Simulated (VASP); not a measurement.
# Te2As (P4/nmm) in VASP: density of states with LDA

Aim: the density of states of Te2As with LDA.

All numbers are computed with VASP 6.6.1; they aren't measurements. Logs are shortened: lines on timing, memory, paths and dates and some standing lists are left out, and cuts for length are marked.

## (1) The cell of the first run

It takes space group P4/nmm (No. 129, tetragonal). Conventional cell: a = 4.250 Å, b = 4.250 Å, c = 9.821 Å, α = 90.00°, β = 90.00°, γ = 90.00°. Within 3.6 Å of Te (site symmetry 4mm) lie 5 As at 2.74 to 3.01 Å. Within 4.0 Å of Te (site symmetry 4mm) lie 5 Te at 3.07 to 3.83 Å and 1 As at 3.25 Å. As (site symmetry 4mm) has 6 Te at 2.74 to 3.25 Å within 3.6 Å.

## (2) Density of states, LDA

POSCAR reads:

```
Te2As
1.0
    4.2496302000      0.0000000000      0.0000000000
    0.0000000000      4.2496302000      0.0000000000
    0.0000000000      0.0000000000      9.8210144000
Te As
4 2
Direct
    0.5000000000      0.0000000000      0.6426350000
    0.0000000000      0.5000000000      0.3573650000
    0.5000000000      0.0000000000      0.0321970000
    0.0000000000      0.5000000000      0.9678030000
    0.5000000000      0.0000000000      0.3633000000
    0.0000000000      0.5000000000      0.6367000000
```

INCAR.step1 reads:

```
SYSTEM = Te2As
PREC = Accurate
ENCUT = 400
EDIFF = 1E-6
ISMEAR = 0
SIGMA = 0.1
LREAL = .False.
LASPH = .True.
NELM = 120
ALGO = Normal
ISIF = 2
LWAVE = .False.
LCHARG = .True.
GGA = CA
NBANDS = 26
GGA_COMPAT = .False.
NEDOS = 2001
LORBIT = 11
```

KPOINTS.step1 reads:

```
regular mesh
0
Gamma
  10 10 4
  0 0 0
```

INCAR.step2 reads:

```
SYSTEM = Te2As
PREC = Accurate
ENCUT = 400
EDIFF = 1E-6
ISMEAR = -5
SIGMA = 0.1
LREAL = .False.
LASPH = .True.
NELM = 120
ALGO = Normal
ISIF = 2
LWAVE = .False.
LCHARG = .False.
GGA = CA
LORBIT = 10
NEDOS = 2001
ICHARG = 11
GGA_COMPAT = .False.
```

KPOINTS.step2 reads:

```
regular mesh
0
Gamma
  15 15 6
  0 0 0
```

Potentials or basis: VASP PAW LDA potentials, release 64 (Te, As).

Command:

```console
cat potpaw_LDA.64/Te/POTCAR potpaw_LDA.64/As/POTCAR > POTCAR
cp INCAR.step1 INCAR
cp KPOINTS.step1 KPOINTS
mpirun -np 1 vasp_std > vasp.out
cp INCAR.step2 INCAR
cp KPOINTS.step2 KPOINTS
mpirun -np 1 vasp_std > vasp.out
```

OUTCAR:

```text
SYSTEM = Te2As
   PREC = Accurate
   ENCUT = 400
   EDIFF = 1E-6
   ISMEAR = -5
   LREAL = .False.
   LASPH = .True.
   NELM = 120
   ISIF = 2
   GGA = CA
   LORBIT = 10
   ICHARG = 11

 ion  position               nearest neighbor table
   1  0.500  0.000  0.643-   5 2.74   6 3.01   6 3.01   6 3.01   6 3.01
   2  0.000  0.500  0.357-   6 2.74   5 3.01   5 3.01   5 3.01   5 3.01
   3  0.500  0.000  0.032-   4 3.07   4 3.07   4 3.07   4 3.07   5 3.25
   4  0.000  0.500  0.968-   3 3.07   3 3.07   3 3.07   3 3.07   6 3.25
   5  0.500  0.000  0.363-   1 2.74   2 3.01   2 3.01   2 3.01   2 3.01   3 3.25
   6  0.000  0.500  0.637-   2 2.74   1 3.01   1 3.01   1 3.01   1 3.01   4 3.25

  LATTYP: Found a simple tetragonal cell.
 ALAT       =     4.2496302000
 C/A-ratio  =     2.3110280043

  Lattice vectors:

 A1 = (   4.2496302000,   0.0000000000,   0.0000000000)
 A2 = (   0.0000000000,   4.2496302000,   0.0000000000)
 A3 = (   0.0000000000,   0.0000000000,   9.8210144000)

Analysis of symmetry for initial positions (statically):
=====================================================================
 Subroutine PRICEL returns:
 Original cell was already a primitive cell.

 Routine SETGRP: Setting up the symmetry group for a
 simple tetragonal supercell.

 Subroutine GETGRP returns: Found 16 space group operations
 (whereof  8 operations were pure point group operations)
 out of a pool of 16 trial point group operations.

The static configuration has the point symmetry D_2d.
 The point group associated with its full space group is D_4h.

Analysis of symmetry for dynamics (positions and initial velocities):
=====================================================================
 Subroutine PRICEL returns:
 Original cell was already a primitive cell.

 Routine SETGRP: Setting up the symmetry group for a
 simple tetragonal supercell.

 Subroutine GETGRP returns: Found 16 space group operations
 (whereof  8 operations were pure point group operations)
 out of a pool of 16 trial point group operations.

The dynamic configuration has the point symmetry D_2d.
 The point group associated with its full space group is D_4h.

 Subroutine INISYM returns: Found 16 space group operations
 (whereof  8 operations are pure point group operations),
 and found     1 'primitive' translations

----------------------------------------------------------------------------------------

                                     Primitive cell

  volume of cell :     177.3612

[... 108 lines left out ...]
   PSTRESS=    0.0 pullay stress
   NELECT =      34.0000    total number of electrons
   NUPDOWN=      -1.0000    fix difference up-down
   EMIN   =  10.00;   EMAX   =-10.00  energy-range for DOS
   EFERMI =   0.00;   METHOD = LEGACY
   ISMEAR =    -5;   SIGMA  =   0.10  broadening in eV -4-tet -1-fermi 0-gaus
   EFERMI_NEDOS =   21; number of points for ismear=-14 and -15
   IALGO  =     38    algorithm
   IMIX   =      4    mixing-type and parameters
     AMIX     =   0.40;   BMIX     =  1.00
     AMIX_MAG =   1.60;   BMIX_MAG =  1.00
  volume/ion in A,a.u.               =      29.56       199.48
  Fermi-wavevector in a.u.,A,eV,Ry     =   0.943948  1.783804 12.123316  0.891039
  Thomas-Fermi vector in A             =   2.071706
   LORBIT       =     10    0 simple, 1 ext, 2 COOP (PROOUT), +10 PAW based schemes
   GGA     = CA    functional components
   LHFCALC =     F    Hartree Fock is set to
   AEXX    =    0.0000 exact exchange contribution
   IVDW    =     0    specifies the selected vdW correction
   LEPSILON=     F    determine dielectric tensor
   LRPA    =     F    only Hartree local field effects (RPA)
 non-spin polarized calculation
 Fermi weights with tetrahedron method with Bloechl corrections
  energy-cutoff  :      400.00
  volume of cell :      177.36
 maximum number of plane-waves:      3252
 NGX is ok and might be reduce to    28

 number of electron      34.0000003 magnetization

 Free energy of the ion-electron system (eV)
  ---------------------------------------------------
  ext. energy  EPLUGINS =         0.00000000
  ---------------------------------------------------
  free energy    TOTEN  =       -25.51954699 eV

  energy without entropy =      -25.51954699  energy(sigma->0) =      -25.51954699

 E-fermi :   5.7834     XC(G=0):  -9.5757

 val. band max:        5.9135136342   @ k =   0.2667   0.0000   0.1667
 cond. band min:       5.6356508936   @ k =   0.4667   0.0000   0.5000
 fundamental gap:     -0.2778627406
 Fermi energy:         5.7833523154

 k-point     1 :       0.0000    0.0000    0.0000
  band No.  band energies     occupation
      1      -8.1788      2.00000
      2      -7.3635      2.00000
      3      -6.4090      2.00000
      4      -3.9106      2.00000
      5      -2.9497      2.00000
      6      -1.9146      2.00000
[... 565 lines left out ...]
     20       7.8413      0.00000
     21       7.8510      0.00000

 [... further k-points ...]
[... 5 lines left out ...]
  --------------------------------------------------------------------------------------
  -------------------------------------------------------------------------------------
  Total       -4.1652716     -4.1652716     -3.6555436      0.0000000      0.0000000      0.0000000
  in kB      -37.6266267    -37.6266267    -33.0220418      0.0000000      0.0000000      0.0000000
  external PRESSURE =     -36.0917650 kB  Pullay stress =       0.0000000 kB

 VOLUME and BASIS-vectors are now :
 -----------------------------------------------------------------------------
  energy-cutoff  :      400.00
  volume of cell :      177.36
      direct lattice vectors                 reciprocal lattice vectors
     4.249630200  0.000000000  0.000000000     0.235314593  0.000000000  0.000000000
     0.000000000  4.249630200  0.000000000     0.000000000  0.235314593  0.000000000
     0.000000000  0.000000000  9.821014400     0.000000000  0.000000000  0.101822476

 POSITION                                       TOTAL-FORCE (eV/Angst)
 -----------------------------------------------------------------------------------
      2.12482      0.00000      6.31133        -0.000000      0.000000     -0.114834
      0.00000      2.12482      3.50969         0.000000      0.000000      0.114834
      2.12482      0.00000      0.31621         0.000000      0.000000     -0.043975
      0.00000      2.12482      9.50481        -0.000000      0.000000      0.043975
      2.12482      0.00000      3.56797         0.000000      0.000000      0.053621
      0.00000      2.12482      6.25304        -0.000000     -0.000000     -0.053621
 -----------------------------------------------------------------------------------
    total drift:                               -0.000000      0.000000      0.000000

  FREE ENERGIE OF THE ION-ELECTRON SYSTEM (eV)
  ---------------------------------------------------
  free  energy   TOTEN  =       -25.5195469893 eV

  energy  without entropy=      -25.5195469893  energy(sigma->0) =      -25.51954699

 total charge

# of ion       s       p       d       tot
------------------------------------------
    1        1.427   1.823   0.050   3.299
    2        1.427   1.823   0.050   3.299
    3        1.436   1.821   0.043   3.300
    4        1.436   1.821   0.043   3.300
    5        1.352   1.232   0.039   2.622
    6        1.352   1.232   0.039   2.622
--------------------------------------------------
tot          8.429   9.752   0.264  18.445
```

OSZICAR.step1:

```text
N       E                     dE             d eps       ncg     rms          rms(c)
DAV:   1     0.129339120282E+03    0.12934E+03   -0.10777E+04  3276   0.863E+02
DAV:   2    -0.146026418749E+02   -0.14394E+03   -0.13648E+03  4304   0.149E+02
DAV:   3    -0.253692574546E+02   -0.10767E+02   -0.10613E+02  4192   0.435E+01
DAV:   4    -0.255792696291E+02   -0.21001E+00   -0.20956E+00  4060   0.708E+00
DAV:   5    -0.255835672508E+02   -0.42976E-02   -0.42969E-02  3990   0.104E+00    0.134E+01
DAV:   6    -0.255348037749E+02    0.48763E-01   -0.56250E-02  3940   0.111E+00    0.815E+00
DAV:   7    -0.255238520568E+02    0.10952E-01   -0.59621E-02  3586   0.107E+00    0.752E-01
DAV:   8    -0.255205782024E+02    0.32739E-02   -0.17316E-02  3618   0.571E-01    0.395E-01
DAV:   9    -0.255204590301E+02    0.11917E-03   -0.13572E-03  3712   0.166E-01    0.235E-01
DAV:  10    -0.255204013520E+02    0.57678E-04   -0.25601E-04  3580   0.674E-02    0.639E-02
DAV:  11    -0.255203955464E+02    0.58056E-05   -0.38647E-05  3888   0.267E-02    0.151E-02
DAV:  12    -0.255203956339E+02   -0.87438E-07   -0.42682E-06  3334   0.967E-03
   1 F= -.25520396E+02 E0= -.25512825E+02  d E =-.151406E-01
```

Run time: 4 min. Hardware: 1 thread of Intel Xeon 6975P-C, shared host; peak memory 0.42 GiB.

Results:

* Valence electrons inside the program's atomic spheres: Te 3.30; As 2.62

Caveat: the bands computed are all filled at some k points, so no gap is given; spin-orbit coupling is left out, which moves the levels of the heavy elements.
